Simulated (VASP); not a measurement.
# Zr (P6_3/mmc) in VASP: further runs

The runs below take Zr through relaxation of shape and atoms at fixed volume, with PBEsol.

Everything below comes from runs of VASP 6.6.1. Logs are shortened: lines on timing, memory, paths and dates and some standing lists are left out, and cuts for length are marked.

## 1. The cell of the first run

It takes space group P6_3/mmc (No. 194, hexagonal). The conventional cell has a = 3.078 Å, b = 3.078 Å, c = 4.983 Å, α = 90.00°, β = 90.00°, γ = 120.00°. Within 4.0 Å of Zr (site symmetry -6m2) lie 12 Zr at 3.06 to 3.08 Å.

## 2. Relaxation of shape and atoms at fixed volume, PBEsol (20.45 Å³/atom)

INCAR

```
SYSTEM = Zr
PREC = Accurate ; ENCUT = 600
EDIFF = 1E-6 ; ISMEAR = 0
SIGMA = 0.1 ; LREAL = .False.
LASPH = .True. ; NELM = 60
ALGO = Fast ; ISIF = 4
LWAVE = .False. ; LCHARG = .False.
GGA = PS ; IBRION = 2
NSW = 50 ; EDIFFG = -0.01
```

KPOINTS

```
regular mesh
0
Gamma
  18 18 8
  0 0 0
```

POSCAR

```
Zr
1.0
    3.0781410775      0.0000000000      0.0000000000
   -1.5390705388      2.6657483696      0.0000000000
    0.0000000000      0.0000000000      4.9832212345
Zr
2
Direct
    0.3333333333      0.6666666667      0.2500000000
    0.6666666667      0.3333333333      0.7500000000
```

Potentials or basis: VASP PAW PBE potentials, release 64 (Zr_sv).

Launch:

```bash
$ cat potpaw_PBE.64/Zr_sv/POTCAR > POTCAR
$ mpirun -np 1 vasp_std > vasp.out
```

OUTCAR:

```text
SYSTEM = Zr
   PREC = Accurate
   ENCUT = 600
   EDIFF = 1E-6
   ISMEAR = 0
   LREAL = .False.
   LASPH = .True.
   NELM = 60
   ISIF = 4
   GGA = PS
   IBRION = 2
   NSW = 50
   EDIFFG = -0.01

 ion  position               nearest neighbor table
   1  0.333  0.667  0.250-   2 3.06   2 3.06   2 3.06   2 3.06   2 3.06   2 3.06
   2  0.667  0.333  0.750-   1 3.06   1 3.06   1 3.06   1 3.06   1 3.06   1 3.06

  LATTYP: Found a hexagonal cell.
 ALAT       =     3.0781410775
 C/A-ratio  =     1.6189060569

  Lattice vectors:

 A1 = (   3.0781410775,   0.0000000000,   0.0000000000)
 A2 = (  -1.5390705388,   2.6657483696,   0.0000000000)
 A3 = (   0.0000000000,   0.0000000000,   4.9832212345)

Analysis of symmetry for initial positions (statically):
=====================================================================
 Subroutine PRICEL returns:
 Original cell was already a primitive cell.

 Routine SETGRP: Setting up the symmetry group for a
 hexagonal supercell.

 Subroutine GETGRP returns: Found 24 space group operations
 (whereof 12 operations were pure point group operations)
 out of a pool of 24 trial point group operations.

The static configuration has the point symmetry D_3d.
 The point group associated with its full space group is D_6h.

Analysis of symmetry for dynamics (positions and initial velocities):
=====================================================================
 Subroutine PRICEL returns:
 Original cell was already a primitive cell.

 Routine SETGRP: Setting up the symmetry group for a
 hexagonal supercell.

 Subroutine GETGRP returns: Found 24 space group operations
 (whereof 12 operations were pure point group operations)
 out of a pool of 24 trial point group operations.

The dynamic configuration has the point symmetry D_3d.
 The point group associated with its full space group is D_6h.

 Subroutine INISYM returns: Found 24 space group operations
 (whereof 12 operations are pure point group operations),
 and found     1 'primitive' translations

----------------------------------------------------------------------------------------

                                     Primitive cell

  volume of cell :      40.8901

  direct lattice vectors                    reciprocal lattice vectors
     3.078141078  0.000000000  0.000000000     0.324871400  0.187564590  0.000000000
    -1.539070539  2.665748370  0.000000000     0.000000000  0.375129180  0.000000000
     0.000000000  0.000000000  4.983221235     0.000000000  0.000000000  0.200673410

  length of vectors
     3.078141078  3.078141078  4.983221235     0.375129180  0.375129180  0.200673410

  position of ions in fractional coordinates (direct lattice)
     0.333333333  0.666666667  0.250000000
     0.666666667  0.333333333  0.750000000

  ion indices of the primitive-cell ions
   primitive index   ion index
                 1           1
                 2           2

----------------------------------------------------------------------------------------

 KPOINTS: regular mesh

Automatic generation of k-mesh.
 Grid dimensions read from file:
 generate k-points for:   18   18    8

 Generating k-lattice:

  Cartesian coordinates                     Fractional coordinates (reciprocal lattice)
     0.018048411  0.010420255  0.000000000     0.055555556  0.000000000  0.000000000
     0.000000000  0.020840510  0.000000000     0.000000000  0.055555556  0.000000000
     0.000000000  0.000000000  0.025084176     0.000000000  0.000000000  0.125000000

  Length of vectors
     0.020840510  0.020840510  0.025084176

  Shift w.r.t. Gamma in fractional coordinates (k-lattice)
     0.000000000  0.000000000  0.000000000

 Subroutine IBZKPT returns following result:
 ===========================================

 Found    185 irreducible k-points:

 Following reciprocal coordinates:
            Coordinates               Weight
  0.000000  0.000000  0.000000      1.000000
  0.055556  0.000000  0.000000      6.000000
  0.111111  0.000000  0.000000      6.000000
  0.166667 -0.000000  0.000000      6.000000
  0.222222  0.000000  0.000000      6.000000
  0.277778  0.000000  0.000000      6.000000
[... 16 lines left out ...]
  0.333333  0.111111  0.000000     12.000000
  0.388889  0.111111  0.000000     12.000000
 [... further k-points ...]
   k-points           NKPTS =    185   k-points in BZ     NKDIM =    185   number of bands    NBANDS=     16
   number of dos      NEDOS =    301   number of ions     NIONS =      2
   total plane-waves  NPLWV =  31360
   dimension x,y,z NGX =    28 NGY =   28 NGZ =   40
   dimension x,y,z NGXF=    56 NGYF=   56 NGZF=   80
   ions per type =               2
   NGX,Y,Z   is equivalent  to a cutoff of  15.12, 15.12, 13.34 a.u.
   NGXF,Y,Z  is equivalent  to a cutoff of  30.24, 30.24, 26.69 a.u.
 SYSTEM =  Zr
   PREC   = accura    normal or accurate (medium, high low for compatibility)
   ISTART =      0    job   : 0-new  1-cont  2-samecut
   ICHARG =      2    charge: 1-file 2-atom 10-const
   ISPIN  =      1    spin polarized calculation?
   LNONCOLLINEAR =      F non collinear calculations
   LSORBIT =      F    spin-orbit coupling
   LASPH  =      T    aspherical Exc in radial PAW
   ENCUT  =  600.0 eV  44.10 Ry    6.64 a.u.   6.15  6.15  9.95*2*pi/ulx,y,z
   NELM   =     60;   NELMIN=  2; NELMDL= -5     # of ELM steps
   EDIFF  = 0.1E-05   stopping-criterion for ELM
   LREAL  =      F    real-space projection
   EDIFFG = -.1E-01   stopping-criterion for IOM
   NSW    =     50    number of steps for IOM
   IBRION =      2    ionic relax: 0-MD 1-quasi-New 2-CG
   NFREE  =      1    steps in history (QN), initial steepest desc. (CG)
   ISIF   =      4    stress and relaxation
   ISYM   =      2    0-nonsym 1-usesym 2-fastsym
   POTIM  = 0.5000    time-step for ionic-motion
   TEBEG  =    0.0;   TEEND  =   0.0 temperature during run
   PSTRESS=    0.0 pullay stress
   NELECT =      24.0000    total number of electrons
   NUPDOWN=      -1.0000    fix difference up-down
   EMIN   =  10.00;   EMAX   =-10.00  energy-range for DOS
   EFERMI =   0.00;   METHOD = LEGACY
   ISMEAR =     0;   SIGMA  =   0.10  broadening in eV -4-tet -1-fermi 0-gaus
   EFERMI_NEDOS =   21; number of points for ismear=-14 and -15
   IALGO  =     68    algorithm
   IMIX   =      4    mixing-type and parameters
     AMIX     =   0.40;   BMIX     =  1.00
     AMIX_MAG =   1.60;   BMIX_MAG =  1.00
  volume/ion in A,a.u.               =      20.45       137.97
  Fermi-wavevector in a.u.,A,eV,Ry     =   1.370690  2.590229 25.562511  1.878792
  Thomas-Fermi vector in A             =   2.496454
   LORBIT       =      0    0 simple, 1 ext, 2 COOP (PROOUT), +10 PAW based schemes
   GGA     = PS    functional components
   LHFCALC =     F    Hartree Fock is set to
   AEXX    =    0.0000 exact exchange contribution
   IVDW    =     0    specifies the selected vdW correction
   LEPSILON=     F    determine dielectric tensor
   LRPA    =     F    only Hartree local field effects (RPA)
 conjugate gradient relaxation of ions
 non-spin polarized calculation
 RMM-DIIS sequential band-by-band and
 Gauss-broadening in eV      SIGMA  =   0.10
  energy-cutoff  :      600.00
  volume of cell :       40.89
 maximum number of plane-waves:      1387
 NGX is ok and might be reduce to    28
   NGX = 13   NGY = 13   NGZ = 19

--------------------------------------- Ionic step        1  -------------------------------------------

 number of electron      24.0000000 magnetization

 Free energy of the ion-electron system (eV)
  ---------------------------------------------------
  ext. energy  EPLUGINS =         0.00000000
  ---------------------------------------------------
  free energy    TOTEN  =       -18.03786270 eV

  energy without entropy =      -18.02696253  energy(sigma->0) =      -18.03241261

------------------------ aborting loop because EDIFF is reached ----------------------------------------

  FORCE on cell =-STRESS in cart. coord.  units (eV):
  Direction    XX          YY          ZZ          XY          YZ          ZX
  --------------------------------------------------------------------------------------
  -------------------------------------------------------------------------------------
  Total        2.6800620      2.6800620      2.8481244     -0.0000000     -0.0000000      0.0000000
  in kB      105.0116734    105.0116734    111.5967865     -0.0000000     -0.0000000      0.0000000
  external PRESSURE =     107.2067111 kB  Pullay stress =       0.0000000 kB
[... 129 lines left out ...]
  energy  without entropy=      -18.0272479230  energy(sigma->0) =      -18.03273897

--------------------------------------- Ionic step        5  -------------------------------------------

 number of electron      24.0000000 magnetization

 Free energy of the ion-electron system (eV)
  ---------------------------------------------------
  ext. energy  EPLUGINS =         0.00000000
  ---------------------------------------------------
  free energy    TOTEN  =       -18.03828405 eV

  energy without entropy =      -18.02731001  energy(sigma->0) =      -18.03279703

 E-fermi :  10.3792     XC(G=0): -11.8104

 val. band max:       10.3753826990   @ k =   0.0556   0.0556   0.3750
 cond. band min:      10.3818320004   @ k =   0.0556   0.0556   0.2500
 fundamental gap:      0.0064493014
 Fermi energy:        10.3791537957

 k-point     1 :       0.0000    0.0000    0.0000
  band No.  band energies     occupation
      1     -38.1299      2.00000
      2     -37.8874      2.00000
      3     -16.9133      2.00000
      4     -15.6102      2.00000
      5     -15.6102      2.00000
      6     -15.4561      2.00000
[... 8 lines left out ...]
     15      12.0542      0.00000
     16      12.0542      0.00000
[... 420 lines left out ...]
  band No.  band energies     occupation
      1     -37.8895      2.00000
      2     -37.8097      2.00000
      3     -16.6787      2.00000
      4     -16.4459      2.00000
      5     -16.2669      2.00000
      6     -16.0016      2.00000
[... 8 lines left out ...]
     15      11.9236      0.00000
     16      15.3148      0.00000

 [... further k-points ...]

------------------------ aborting loop because EDIFF is reached ----------------------------------------

  FORCE on cell =-STRESS in cart. coord.  units (eV):
  Direction    XX          YY          ZZ          XY          YZ          ZX
  --------------------------------------------------------------------------------------
  -------------------------------------------------------------------------------------
  Total        2.7108370      2.7108370      2.7118736     -0.0000000     -0.0000000      0.0000000
  in kB      106.2175179    106.2175179    106.2581337     -0.0000000     -0.0000000      0.0000000
  external PRESSURE =     106.2310565 kB  Pullay stress =       0.0000000 kB
[... 17 lines left out ...]
  FREE ENERGIE OF THE ION-ELECTRON SYSTEM (eV)
  ---------------------------------------------------
  free  energy   TOTEN  =       -18.0382840504 eV

  energy  without entropy=      -18.0273100124  energy(sigma->0) =      -18.03279703

 reached required accuracy - stopping structural energy minimisation
```

It took 3.9 min on 1 thread of Intel Xeon 6975P-C (Granite Rapids), shared host; peak memory 0.27 GiB.

Results:

```yaml
Free_energy: -18.0383 eV
Energy_gained_by_relaxing: 0.2 meV/atom
Ionic_steps: 5
Pressure_after_relaxing: 10.6 GPa
Band_gap_on_the_k_mesh: zero (bands 12 and 13 overlap by 1.28 eV)
```

The path:
```tsv
step	energy change (eV)	largest force (eV/Å)	pressure (GPa)	volume (Å³)
1	0.0000	0.0000	10.72	40.89
2	-0.0003	0.0000	10.67	40.89
3	-0.0004	0.0000	10.64	40.89
4	-0.0004	0.0000	10.59	40.89
5	-0.0004	0.0000	10.62	40.89
```

Final structure:
```xyz
2
Lattice="3.0702 0.0000 0.0000 -1.5351 2.6589 0.0000 0.0000 0.0000 5.0091" Properties=species:S:1:pos:R:3 pbc="T T T"
Zr    0.0000    1.7726    1.2523
Zr    1.5351    0.8863    3.7568
```

Caveat: the PAW data sets were made with another functional, which shifts forces and pressure a little.

## 3. Relaxation of shape and atoms at fixed volume, PBEsol (24.71 Å³/atom)

This run uses another cell than the first one, of 24.71 Å³/atom.

INCAR

```
SYSTEM = Zr
ALGO = Fast
EDIFF = 1E-7
EDIFFG = -0.01
ENCUT = 600
GGA = PS
IBRION = 2
ISIF = 4
ISMEAR = 0
LASPH = .TRUE.
LCHARG = .FALSE.
LREAL = .FALSE.
LWAVE = .FALSE.
NELM = 100
NSW = 50
PREC = Accurate
SIGMA = 0.1
```

KPOINTS

```
k-points
0
G
  18 18 8
  0 0 0
```

POSCAR

```
Zr
1.0
    3.2943724109      0.0000000000      0.0000000000
   -1.6471862054      2.8530101974      0.0000000000
    0.0000000000      0.0000000000      5.2588782683
Zr
2
Direct
    0.3333333333      0.6666666667      0.2500000000
    0.6666666667      0.3333333333      0.7500000000
```

Potentials or basis: VASP PAW PBE potentials, release 64 (Zr_sv).

Launch:

```bash
$ cat potpaw_PBE.64/Zr_sv/POTCAR > POTCAR
$ mpirun -np 1 vasp_std > vasp.out
```

OUTCAR:

```text
SYSTEM = Zr
   EDIFF = 1E-7
   EDIFFG = -0.01
   ENCUT = 600
   GGA = PS
   IBRION = 2
   ISIF = 4
   ISMEAR = 0
   LASPH = .TRUE.
   LREAL = .FALSE.
   NELM = 100
   NSW = 50
   PREC = Accurate

 ion  position               nearest neighbor table
   1  0.333  0.667  0.250-   2 3.25   2 3.25   2 3.25   2 3.25   2 3.25   2 3.25
   2  0.667  0.333  0.750-   1 3.25   1 3.25   1 3.25   1 3.25   1 3.25   1 3.25

  LATTYP: Found a hexagonal cell.
 ALAT       =     3.2943724109
 C/A-ratio  =     1.5963217306

  Lattice vectors:

 A1 = (   3.2943724109,   0.0000000000,   0.0000000000)
 A2 = (  -1.6471862054,   2.8530101974,   0.0000000000)
 A3 = (   0.0000000000,   0.0000000000,   5.2588782683)

Analysis of symmetry for initial positions (statically):
=====================================================================
 Subroutine PRICEL returns:
 Original cell was already a primitive cell.

 Routine SETGRP: Setting up the symmetry group for a
 hexagonal supercell.

 Subroutine GETGRP returns: Found 24 space group operations
 (whereof 12 operations were pure point group operations)
[... 214 lines left out ...]

 E-fermi :   8.2263     XC(G=0): -10.9322

 val. band max:        8.2254075699   @ k =   0.1667   0.0000   0.2500
 cond. band min:       8.2328966331   @ k =   0.0000   0.0000   0.3750
 fundamental gap:      0.0074890633
 Fermi energy:         8.2263132080

 k-point     1 :       0.0000    0.0000    0.0000
  band No.  band energies     occupation
      1     -40.6439      2.00000
      2     -40.5229      2.00000
      3     -19.0974      2.00000
      4     -18.3681      2.00000
      5     -18.3681      2.00000
      6     -18.2602      2.00000
[... 433 lines left out ...]
      3     -18.9059      2.00000
      4     -18.7707      2.00000
      5     -18.7398      2.00000
      6     -18.5706      2.00000
[... 8 lines left out ...]
     15       9.5355      0.00000
     16      12.2556      0.00000

 [... further k-points ...]

------------------------ aborting loop because EDIFF is reached ----------------------------------------

  FORCE on cell =-STRESS in cart. coord.  units (eV):
  Direction    XX          YY          ZZ          XY          YZ          ZX
  --------------------------------------------------------------------------------------
  -------------------------------------------------------------------------------------
  Total       -2.4615631     -2.4615631     -2.4883449     -0.0000000     -0.0000000      0.0000000
  in kB      -79.7907269    -79.7907269    -80.6588493     -0.0000000     -0.0000000      0.0000000
  external PRESSURE =     -80.0801010 kB  Pullay stress =       0.0000000 kB

 VOLUME and BASIS-vectors are now :
 -----------------------------------------------------------------------------
  energy-cutoff  :      600.00
  volume of cell :       49.43
      direct lattice vectors                 reciprocal lattice vectors
     3.296280653 -0.000000000  0.000000000     0.303372226  0.175152036 -0.000000000
    -1.648140327  2.854662784  0.000000000     0.000000000  0.350304073 -0.000000000
     0.000000000  0.000000000  5.252791220     0.000000000  0.000000000  0.190374976

 POSITION                                       TOTAL-FORCE (eV/Angst)
 -----------------------------------------------------------------------------------
     -0.00000      1.90311      1.31320        -0.000000      0.000000      0.000000
      1.64814      0.95155      3.93959         0.000000     -0.000000      0.000000
 -----------------------------------------------------------------------------------
    total drift:                               -0.000000      0.000000     -0.000000

  FREE ENERGIE OF THE ION-ELECTRON SYSTEM (eV)
  ---------------------------------------------------
  free  energy   TOTEN  =       -18.0500541432 eV

  energy  without entropy=      -18.0403020012  energy(sigma->0) =      -18.04517807

 reached required accuracy - stopping structural energy minimisation
```

It took 2.8 min on 1 thread of Intel Xeon 6975P-C (Granite Rapids), shared host; peak memory 0.29 GiB.

What came out:

```yaml
Free_energy: -18.0501 eV
Energy_gained_by_relaxing: 0.0 meV/atom
Ionic_steps: 2
Pressure_after_relaxing: -8.0 GPa
Band_gap_on_the_k_mesh: zero (bands 12 and 13 overlap by 1.09 eV)
```

Final structure:
```yaml
crystal:
  lattice:
    - [3.29628, 0.00000, 0.00000]
    - [-1.64814, 2.85466, 0.00000]
    - [0.00000, 0.00000, 5.25279]
  atoms:
    - { symbol: Zr, position: [0.33333, 0.66667, 0.25000] }
    - { symbol: Zr, position: [0.66667, 0.33333, 0.75000] }
```

Levels at points of the mesh, in eV from the Fermi level:
| k point | band 10 | band 11 | band 12 | band 13 | band 14 | band 15 |
| --- | --- | --- | --- | --- | --- | --- |
| (0.00, 0.00, 0.00) | -2.89 | 0.84 | 0.84 | 0.96 | 0.97 | 1.47 |
| (0.50, 0.00, 0.00) | -2.37 | -1.98 | -0.32 | 0.53 | 0.70 | 1.35 |
| (0.00, 0.00, 0.50) | -3.93 | 0.04 | 0.04 | 0.74 | 0.74 | 0.74 |
| (0.50, 0.00, 0.50) | -2.72 | -0.96 | -0.96 | 1.42 | 1.42 | 2.08 |

Caveat: the PAW data sets were made with another functional, which shifts forces and pressure a little.
